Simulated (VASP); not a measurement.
Input of a VASP 6.6.1 run:

File INCAR:

```
  PREC = Accurate
  ENCUT = 520
  EDIFF = 1E-6
  ISMEAR = 1
  SIGMA = 0.2
  LREAL = False
  LASPH = True
  NELM = 80
  ALGO = Normal
  ISIF = 2
  LWAVE = False
  LCHARG = False
  GGA = PS
  NBANDS = 26
```

Contents of KPOINTS:

```
Automatic mesh
0
Gamma
  4 4 4
```

File POSCAR:

```
K3Sr
1.0
    0.0000000000      5.1658560000      5.1658560000
    5.1658560000      0.0000000000      5.1658560000
    5.1658560000      5.1658560000      0.0000000000
K Sr
3 1
Direct
    0.2500000000      0.2500000000      0.2500000000
    0.7500000000      0.7500000000      0.7500000000
    0.5000000000      0.5000000000      0.5000000000
    0.0000000000      0.0000000000      0.0000000000
```

Potentials or basis: VASP PAW PBE potentials, release 64 (K_sv, Sr_sv).

Launch:

```console
$ cat potpaw_PBE.64/K_sv/POTCAR potpaw_PBE.64/Sr_sv/POTCAR > POTCAR
$ mpirun -np 1 vasp_std > vasp.out
```

(1) Estimate the pressure.

## Answers

(1) -0.2 GPa.

Caveat: the PAW data sets were made with another functional, which shifts forces and pressure a little.
